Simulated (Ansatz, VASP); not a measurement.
One calculation of CdS, two programs

INCAR

```
PREC = Accurate
ENCUT = 520
EDIFF = 1E-6
ISMEAR = -1
SIGMA = 0.05
LREAL = False
LASPH = True
NELM = 60
ALGO = Normal
ISIF = 2
LWAVE = False
LCHARG = False
GGA = PE
NBANDS = 16
```

KPOINTS

```
Automatic mesh
0
Gamma
  14 14 14
```

File POSCAR:

```
CdS
1.0
    3.2679376914      0.0000000000      0.0000000000
    0.0000000000      3.2679376914      0.0000000000
    0.0000000000      0.0000000000      3.2679376914
Cd S
1 1
Direct
    0.0000000000      0.0000000000      0.0000000000
    0.5000000000      0.5000000000      0.5000000000
```

Input for Ansatz:

```yaml
crystal:
  lattice:
    - [3.2679376914, 0.0, 0.0]
    - [0.0, 3.2679376914, 0.0]
    - [0.0, 0.0, 3.2679376914]
  atoms:
    - { symbol: Cd, position: [0.0, 0.0, 0.0] }
    - { symbol: S, position: [0.5, 0.5, 0.5] }
kpoints:
  mp_grid: { grid: [14, 14, 14] }
scf:
  occupations: { method: fermi_dirac, width: 0.05 }
hamiltonian:
  xc: pbe
  pseudopotentials: { kind: all_electron, lapw: { basis_error: 0.001 } }
output:
  forces: true
  stress: true
  eigenvalues: true
  populations: true
```

Change from the starting cell: volume scaled by 0.88, LAPW.

Alike in both runs: task single point; functional PBE; k mesh 14 × 14 × 14; occupations fermi-dirac, width 0.05 eV; no spin polarisation.

|  | VASP | Ansatz |
| --- | --- | --- |
| version | VASP 6.6.1 | Ansatz 0.2.0 |
| potentials or method | VASP PAW PBE potentials, release 64 (Cd, S), cutoff 520 eV | all-electron LAPW, scalar-relativistic |

Ansatz gave:

```
pressure (GPa) : 12.0
```

Problem. Which values does VASP return?

Solution. Pressure (GPa): 12.6.

Ansatz ran all-electron here, and VASP with PAW potentials.
